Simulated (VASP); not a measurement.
Write the native input for VASP 6.6.1 that does the following.

| Quantity | Value |
| --- | --- |
| Task | single point |
| Functional | PBE |
| Potentials or basis | VASP PAW PBE potentials, release 64 (C) |
| Cutoff | 520 eV |
| k mesh | 12 × 12 × 2 |
| Occupations | gaussian, width 0.05 eV |
| Spin | no spin polarisation |
| Dipole correction | no |
| Further INCAR settings | ALGO = Normal; EDIFF = 1e-06; NBANDS = 36 |

The structure of C lies in POSCAR:

```
C
1.0
    2.5205457478     -0.1386300161     -0.1386300161
   -1.3803299896      2.2521716571     -0.0507421076
   -0.6836011873     -0.6836011873     12.4291124965
C
12
Direct
    0.0000000000      0.0000000000      0.1868593266
    0.0000000000      0.0000000000      0.6868593266
    0.0000000000      0.0000000000      0.3131406734
    0.0000000000      0.0000000000      0.8131406734
    0.3333333333      0.6666666667      0.5207665411
    0.6666666667      0.3333333333      0.0207665411
    0.3333333333      0.6666666667      0.9792334589
    0.6666666667      0.3333333333      0.4792334589
    0.3333333333      0.6666666667      0.6450950823
    0.6666666667      0.3333333333      0.1450950823
    0.3333333333      0.6666666667      0.8549049177
    0.6666666667      0.3333333333      0.3549049177
```

The input as run:

INCAR

```
SYSTEM = C
PREC = Accurate
ENCUT = 520
EDIFF = 1E-6
ISMEAR = 0
SIGMA = 0.05
LREAL = .FALSE.
LASPH = .TRUE.
NELM = 60
ALGO = Normal
ISIF = 2
LWAVE = .FALSE.
LCHARG = .TRUE.
GGA = PE
LELF = .TRUE.
LVHAR = .TRUE.
NBANDS = 36
```

KPOINTS

```
regular mesh
0
G
  12 12 2
  0 0 0
```

Potentials or basis: VASP PAW PBE potentials, release 64 (C).

Run with:

```bash
$ cat potpaw_PBE.64/C/POTCAR > POTCAR
$ mpirun -np 1 vasp_std > vasp.out
```

It gave:

The pressure is 12.4 GPa, the largest force is 2.217 eV/Å and the band gap on the k mesh is 1.28 eV (least direct gap 2.46 eV).

Caveat: the cell stands under pressure; forces of over 1 eV/Å act on the atoms, so gaps and moduli don't describe the material at rest.

Wall time 2.9 min on 1 thread of AMD EPYC 9R45 96-Core Processor (Zen 5) (shared host), peak memory 0.31 GiB.
